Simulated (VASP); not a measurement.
# Hf (Fm-3m) in VASP: a series of runs, part 2 of 2

VASP 6.6.1.

### Step 4. Single point, PBE

This run uses another cell than the first one, of 21.88 Å³/atom, 1.004 times its volume.

INCAR

```
SYSTEM = Hf
PREC = Accurate
ENCUT = 520
EDIFF = 1E-7
ISMEAR = 0
SIGMA = 0.013000000000000001
LREAL = .FALSE.
LASPH = .TRUE.
NELM = 80
ALGO = Normal
ISIF = 2
LWAVE = .FALSE.
LCHARG = .FALSE.
GGA = PE
NBANDS = 11
```

KPOINTS

```
regular mesh
0
G
  10 10 10
  0 0 0
```

POSCAR

```
Hf
1.0
    0.0000000000      2.2200000000      2.2200000000
    2.2200000000      0.0000000000      2.2200000000
    2.2200000000      2.2200000000      0.0000000000
Hf
1
Direct
    0.0000000000      0.0000000000      0.0000000000
```

The run is started by

```console
$ cat potpaw_PBE.64/Hf_pv/POTCAR > POTCAR
$ mpirun -np 1 vasp_std > vasp.out
```

Wall time 14 s (1 thread of AMD EPYC 7R13, shared host); peak memory 0.14 GiB.

It converged, with:

```
Free energy            : -9.8507 eV
Pressure               : 2.5 GPa
Band gap on the k mesh : zero (band 5 reaches 6.32 eV, above the bottom of band 6 at 4.50 eV)
```

Levels at points of the mesh, in eV from the Fermi level:
```csv
k point,band 2,band 3,band 4,band 5,band 6,band 7,band 8,band 9
"(0.00, 0.00, 0.00)",-29.95,-29.95,-7.32,1.39,1.39,1.39,4.26,4.26
"(0.50, 0.00, 0.00)",-30.07,-30.07,-3.73,0.62,1.16,1.16,6.44,6.44
"(0.50, 0.50, 0.00)",-30.27,-30.27,-3.38,-2.23,2.61,6.45,7.09,7.09
```

Caveat: spin-orbit coupling is left out, which moves the levels of the heavy elements.

### Step 5. Single point, PBE

This run uses another cell than the first one, of 21.88 Å³/atom, 1.004 times its volume.

INCAR

```
PREC     = Accurate       # precision mode
ENCUT    = 520            # plane-wave cutoff, eV
EDIFF    = 1E-6           # SCF threshold, eV
ISMEAR   = 0              # smearing method
SIGMA    = 0.014          # smearing width, eV
LREAL    = False          # projectors in reciprocal space
LASPH    = True           # aspherical terms in the spheres
NELM     = 80             # most SCF steps
ALGO     = Fast           # electronic algorithm
ISIF     = 2              # what is computed and relaxed
LWAVE    = False          # write WAVECAR
LCHARG   = True           # write CHGCAR
GGA      = PE             # functional
LELF     = True           # ELF
LVHAR    = True         
NBANDS   = 11             # bands
```

KPOINTS

```
Automatic mesh
0
Gamma
  10 10 10
```

POSCAR is that of step 4.

Potentials or basis: VASP PAW PBE potentials, release 64 (Hf_pv).

The run is started by

```console
$ cat potpaw_PBE.64/Hf_pv/POTCAR > POTCAR
$ mpirun -np 1 vasp_std > vasp.out
```

OUTCAR:

```text
PREC = Accurate
   ENCUT = 520
   EDIFF = 1E-6
   ISMEAR = 0
   LREAL = False
   LASPH = True
   NELM = 80
   ISIF = 2
   GGA = PE

 ion  position               nearest neighbor table
   1  0.000  0.000  0.000-

  LATTYP: Found a face centered cubic cell.
 ALAT       =     4.4400000000

  Lattice vectors:

 A1 = (   0.0000000000,   2.2200000000,   2.2200000000)
 A2 = (   2.2200000000,   0.0000000000,   2.2200000000)
 A3 = (   2.2200000000,   2.2200000000,   0.0000000000)

Analysis of symmetry for initial positions (statically):
[... 507 lines left out ...]
      5       3.3526      2.00000
      6       5.7734      0.00000
      7       9.0752      0.00000
      8      10.0981      0.00000
      9      11.2186      0.00000
     10      16.8495      0.00000
     11      18.5175      0.00000

 [... further k-points ...]
[... 5 lines left out ...]
  --------------------------------------------------------------------------------------
  -------------------------------------------------------------------------------------
  Total        0.3362460      0.3362460      0.3362460     -0.0000000      0.0000000      0.0000000
  in kB       24.6194732     24.6194732     24.6194732     -0.0000000      0.0000000      0.0000000
  external PRESSURE =      24.6194732 kB  Pullay stress =       0.0000000 kB

 VOLUME and BASIS-vectors are now :
 -----------------------------------------------------------------------------
  energy-cutoff  :      520.00
  volume of cell :       21.88
      direct lattice vectors                 reciprocal lattice vectors
     0.000000000  2.220000000  2.220000000    -0.225225225  0.225225225  0.225225225
     2.220000000  0.000000000  2.220000000     0.225225225 -0.225225225  0.225225225
     2.220000000  2.220000000  0.000000000     0.225225225  0.225225225 -0.225225225

 POSITION                                       TOTAL-FORCE (eV/Angst)
 -----------------------------------------------------------------------------------
      0.00000      0.00000      0.00000         0.000000      0.000000      0.000000
 -----------------------------------------------------------------------------------
    total drift:                               -0.000000      0.000000     -0.000000

  FREE ENERGIE OF THE ION-ELECTRON SYSTEM (eV)
  ---------------------------------------------------
  free  energy   TOTEN  =        -9.8507119136 eV

  energy  without entropy=       -9.8505233777  energy(sigma->0) =       -9.85061765
```

OSZICAR:

```text
N       E                     dE             d eps       ncg     rms          rms(c)
DAV:   1     0.125783845574E+02    0.12578E+02   -0.56619E+03  1034   0.838E+02
DAV:   2    -0.970604934932E+01   -0.22284E+02   -0.21593E+02  1306   0.154E+02
DAV:   3    -0.101694756845E+02   -0.46343E+00   -0.46154E+00  1312   0.148E+01
DAV:   4    -0.101712128015E+02   -0.17371E-02   -0.17369E-02  1190   0.111E+00
DAV:   5    -0.101712215043E+02   -0.87028E-05   -0.87024E-05  1349   0.695E-02    0.469E+01
RMM:   6    -0.992969071486E+01    0.24153E+00   -0.16500E-01  1060   0.278E+00    0.266E+01
RMM:   7    -0.985250951009E+01    0.77181E-01   -0.30179E-01  1117   0.385E+00    0.202E+00
RMM:   8    -0.985153310808E+01    0.97640E-03   -0.17626E-02  1189   0.126E+00    0.711E-01
RMM:   9    -0.985069389667E+01    0.83921E-03   -0.20790E-03  1216   0.379E-01    0.804E-02
RMM:  10    -0.985070858301E+01   -0.14686E-04   -0.29116E-04  1305   0.123E-01    0.571E-02
RMM:  11    -0.985071022912E+01   -0.16461E-05   -0.45190E-05  1335   0.504E-02    0.160E-02
RMM:  12    -0.985071356579E+01   -0.33367E-05   -0.92920E-06  1265   0.221E-02    0.142E-02
RMM:  13    -0.985071177399E+01    0.17918E-05   -0.43299E-06  1158   0.154E-02    0.264E-03
RMM:  14    -0.985071191356E+01   -0.13957E-06   -0.83702E-07   898   0.679E-03
   1 F= -.98507119E+01 E0= -.98506176E+01  d E =-.188536E-03
```

It took 20 s on 1 thread of AMD EPYC 7R13, shared host; peak memory 0.14 GiB.

Results:

* Free energy: -9.8507 eV
* Pressure: 2.5 GPa
* Band gap on the k mesh: zero (band 5 reaches 6.32 eV, above the bottom of band 6 at 4.50 eV)

Levels at points of the mesh, in eV from the Fermi level:
```csv
k point,band 2,band 3,band 4,band 5,band 6,band 7,band 8,band 9
"(0.00, 0.00, 0.00)",-29.95,-29.95,-7.32,1.39,1.39,1.39,4.26,4.26
"(0.50, 0.00, 0.00)",-30.07,-30.07,-3.73,0.62,1.16,1.16,6.44,6.44
"(0.50, 0.50, 0.00)",-30.27,-30.27,-3.38,-2.23,2.61,6.45,7.09,7.09
```

Caveat: spin-orbit coupling is left out, which moves the levels of the heavy elements.

### Step 6. Summary

```csv
level,cell,smearing,gap on the mesh (eV),pressure (GPa)
PBE+D3(BJ),"a = 3.135 Å, angles 60.0°, 1 atom",fermi-dirac 0.05 eV,none,-0.4
PBE+D4,"a = 3.154 Å, angles 60.0°, 1 atom",fermi-dirac 0.05 eV,none,-0.5
PBE,"a = 3.140 Å, angles 60.0°, 1 atom",gaussian 0.013 eV,none,2.5
PBE,"a = 3.140 Å, angles 60.0°, 1 atom",gaussian 0.014 eV,none,2.5
```

Alike in all rows: task single point; potentials or basis VASP PAW PBE potentials, release 64 (Hf_pv); no spin polarisation; k mesh 10 × 10 × 10; cutoff (eV) 520.

Caveats: spin-orbit coupling is left out, which moves the levels of the heavy elements; pairwise dispersion overbinds metals, which lowers pressure and volume (some runs).

Total energies depend on the potentials used, so only differences within one code and one set of settings carry meaning.
